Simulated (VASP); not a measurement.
# CuO (Cc) in VASP: a series of runs, part 2 of 2

VASP 6.6.1. Earlier steps stand in the parts before.

## Step 4: Single point, PBE

Input file INCAR:

```
SYSTEM = CuO
  ALGO = Fast
  EDIFF = 1E-6
  ENCUT = 520
  GGA = PE
  ISIF = 2
  ISMEAR = 1
  LASPH = .TRUE.
  LCHARG = .TRUE.
  LELF = .TRUE.
  LREAL = .FALSE.
  LVHAR = .TRUE.
  LWAVE = .FALSE.
  NBANDS = 25
  NELM = 60
  PREC = Accurate
  SIGMA = 0.05
```

Input file KPOINTS:

```
k-points
0
G
  16 16 8
  0 0 0
```

Input file POSCAR:

```
CuO
1.0
    2.3446500000     -1.7134000000      0.0000000000
    2.3446500000      1.7134000000      0.0000000000
   -0.8605500000      0.0000000000      5.0594400000
Cu O
2 2
Direct
    0.0032000000      0.4968000000      0.0000000000
    0.4968000000      0.0032000000      0.5000000000
    0.5714000000      0.4056000000      0.2537000000
    0.4056000000      0.5714000000      0.7537000000
```

Potentials or basis: VASP PAW PBE potentials, release 64 (Cu, O).

Launch:

```sh
$ cat potpaw_PBE.64/Cu/POTCAR potpaw_PBE.64/O/POTCAR > POTCAR
$ mpirun -np 1 vasp_std > vasp.out
```

OUTCAR:

```text
SYSTEM = CuO
   EDIFF = 1E-6
   ENCUT = 520
   GGA = PE
   ISIF = 2
   ISMEAR = 1
   LASPH = .TRUE.
   LREAL = .FALSE.
   NELM = 60
   PREC = Accurate

 ion  position               nearest neighbor table
   1  0.003  0.497  0.000-   4 1.91   3 1.93   4 1.98   3 2.02
   2  0.497  0.003  0.500-   3 1.91   4 1.93   3 1.98   4 2.02
   3  0.571  0.406  0.254-   2 1.91   1 1.93   2 1.98   1 2.02
   4  0.406  0.571  0.754-   1 1.91   2 1.93   1 1.98   2 2.02

  LATTYP: Found a base centered monoclinic cell.
 ALAT       =     4.6893000000
 B/A-ratio  =     0.7307700510
 C/A-ratio  =     1.0944283424
 COS(beta)  =    -0.1676798048

  Lattice vectors:

 A1 = (   2.3446500000,  -1.7134000000,   0.0000000000)
 A2 = (   2.3446500000,   1.7134000000,   0.0000000000)
 A3 = (  -0.8605500000,   0.0000000000,   5.0594400000)

Analysis of symmetry for initial positions (statically):
=====================================================================
 Subroutine PRICEL returns:
 Original cell was already a primitive cell.

 Routine SETGRP: Setting up the symmetry group for a
 base centered monoclinic supercell.

 Subroutine GETGRP returns: Found  2 space group operations
 (whereof  1 operations were pure point group operations)
 out of a pool of  4 trial point group operations.

The static configuration has the point symmetry C_1 .
 The point group associated with its full space group is C_1h.

Analysis of symmetry for dynamics (positions and initial velocities):
=====================================================================
 Subroutine PRICEL returns:
 Original cell was already a primitive cell.

 Routine SETGRP: Setting up the symmetry group for a
[... 126 lines left out ...]
   ISMEAR =     1;   SIGMA  =   0.05  broadening in eV -4-tet -1-fermi 0-gaus
   EFERMI_NEDOS =   21; number of points for ismear=-14 and -15
   IALGO  =     68    algorithm
   IMIX   =      4    mixing-type and parameters
     AMIX     =   0.40;   BMIX     =  1.00
     AMIX_MAG =   1.60;   BMIX_MAG =  1.00
  volume/ion in A,a.u.               =      10.16        68.58
  Fermi-wavevector in a.u.,A,eV,Ry     =   1.542451  2.914810 32.370373  2.379155
  Thomas-Fermi vector in A             =   2.648254
   LORBIT       =      0    0 simple, 1 ext, 2 COOP (PROOUT), +10 PAW based schemes
   GGA     = PE    functional components
   LHFCALC =     F    Hartree Fock is set to
   AEXX    =    0.0000 exact exchange contribution
   IVDW    =     0    specifies the selected vdW correction
   LEPSILON=     F    determine dielectric tensor
   LRPA    =     F    only Hartree local field effects (RPA)
 non-spin polarized calculation
 RMM-DIIS sequential band-by-band and
 Methfessel and Paxton  Order N= 1 SIGMA  =   0.05
  energy-cutoff  :      520.00
  volume of cell :       40.65
 maximum number of plane-waves:      1129
 NGX is ok and might be reduce to    24
   NGX = 11   NGY = 11   NGZ = 19

 number of electron      33.9999999 magnetization

 Free energy of the ion-electron system (eV)
  ---------------------------------------------------
  ext. energy  EPLUGINS =         0.00000000
  ---------------------------------------------------
  free energy    TOTEN  =       -19.48026047 eV

  energy without entropy =      -19.48029316  energy(sigma->0) =      -19.48027136

 E-fermi :   5.6822     XC(G=0): -11.8989

 val. band max:        5.6817240001   @ k =   0.2500   0.1875   0.2500
 cond. band min:       5.6905215006   @ k =   0.3750   0.2500   0.5000
 fundamental gap:      0.0087975005
 Fermi energy:         5.6822473447

 k-point     1 :       0.0000    0.0000    0.0000
  band No.  band energies     occupation
      1     -14.2278      2.00000
      2     -12.9144      2.00000
      3      -2.4368      2.00000
      4       0.1482      2.00000
      5       0.5075      2.00000
      6       2.2999      2.00000
[... 661 lines left out ...]
     24      21.1654      0.00000
     25      22.5567      0.00000

 [... further k-points ...]

------------------------ aborting loop because EDIFF is reached ----------------------------------------

  FORCE on cell =-STRESS in cart. coord.  units (eV):
  Direction    XX          YY          ZZ          XY          YZ          ZX
  --------------------------------------------------------------------------------------
  -------------------------------------------------------------------------------------
  Total        1.6242529      1.7992642      1.4989578      0.0000000      0.0000000     -0.4597916
  in kB       64.0169548     70.9147018     59.0786752      0.0000000      0.0000000    -18.1218452
  external PRESSURE =      64.6701106 kB  Pullay stress =       0.0000000 kB

 VOLUME and BASIS-vectors are now :
 -----------------------------------------------------------------------------
  energy-cutoff  :      520.00
  volume of cell :       40.65
      direct lattice vectors                 reciprocal lattice vectors
     2.344650000 -1.713400000  0.000000000     0.213251445 -0.291817439  0.036271510
     2.344650000  1.713400000  0.000000000     0.213251445  0.291817439  0.036271510
    -0.860550000  0.000000000  5.059440000     0.000000000  0.000000000  0.197650333

 POSITION                                       TOTAL-FORCE (eV/Angst)
 -----------------------------------------------------------------------------------
      1.17233      0.84573      0.00000        -0.649836      0.366714      0.253647
      0.74205     -0.84573      2.52972        -0.649836     -0.366714      0.253647
      2.07240     -0.28408      1.28358         0.649836      0.268870     -0.253647
      1.64213      0.28408      3.81330         0.649836     -0.268870     -0.253647
 -----------------------------------------------------------------------------------
    total drift:                               -0.001084      0.000000      0.000065

  FREE ENERGIE OF THE ION-ELECTRON SYSTEM (eV)
  ---------------------------------------------------
  free  energy   TOTEN  =       -19.4802604667 eV

  energy  without entropy=      -19.4802931601  energy(sigma->0) =      -19.48027136
```

Run time: 16 min. Hardware: 1 thread of Oxide Virtual Turin-like, shared host; peak memory 0.5 GiB.

What came out:

* Free energy: -19.4803 eV
* Pressure: 6.5 GPa
* Largest force: 0.788 eV/Å
* Band gap on the k mesh: zero (bands 17 and 18 overlap by 0.72 eV)

Forces in eV/Å, atoms in the order of the input:
```
Cu  -0.650  0.367  0.254
Cu  -0.650 -0.367  0.254
O    0.650  0.269 -0.254
O    0.650 -0.269 -0.254
```

Stress tensor (GPa, compression positive):
```
 6.40  0.00 -1.81
 0.00  7.09  0.00
-1.81  0.00  5.91
```

Levels at points of the mesh, in eV from the Fermi level:
```csv
k point,band 13,band 14,band 15,band 16,band 17,band 18,band 19,band 20,band 21,band 22
"(0.00, 0.00, 0.00)",-2.32,-2.22,-2.14,-1.66,0.21,0.91,1.71,6.05,8.15,13.36
"(0.50, 0.00, 0.00)",-2.06,-1.60,-1.49,-1.40,-0.04,0.29,4.91,6.32,6.95,11.10
"(0.50, 0.50, 0.00)",-2.14,-2.12,-1.68,-1.23,-0.65,1.06,3.39,7.06,8.57,9.99
"(0.00, 0.00, 0.50)",-2.23,-2.23,-1.47,-1.47,0.24,0.24,3.93,3.93,11.69,11.69
"(0.50, 0.00, 0.50)",-2.21,-2.16,-1.74,-1.60,-0.10,0.73,5.15,6.53,8.11,8.54
"(0.50, 0.50, 0.50)",-1.66,-1.66,-1.31,-1.31,-0.42,-0.42,5.24,5.24,9.01,9.01
```

Caveat: the cell stands under pressure; semilocal functionals often make such compounds metallic where correlation or magnetic order opens a gap, which also shifts bond lengths.

## Step 5: Summary

```tsv
smearing	further INCAR settings	gap on the mesh (eV)	pressure (GPa)	largest force (eV/Å)
methfessel-paxton 0.01 eV	ALGO = Fast; EDIFF = 1e-06; NBANDS = 25	none	6.5	0.79
methfessel-paxton 0.02 eV	ALGO = Fast; EDIFF = 1e-07; NBANDS = 25	none	6.4	0.79
methfessel-paxton 0.05 eV	ALGO = Fast; EDIFF = 1e-06; NBANDS = 25	none	6.5	0.79
```

Alike in all rows: task single point; level PBE; potentials or basis VASP PAW PBE potentials, release 64 (Cu, O); no spin polarisation; cell as given; k mesh 16 × 16 × 8; cutoff (eV) 520.

Caveats: the cell stands under pressure; semilocal functionals often make such compounds metallic where correlation or magnetic order opens a gap, which also shifts bond lengths.

Absolute energies hang on the potentials; compare differences alone.
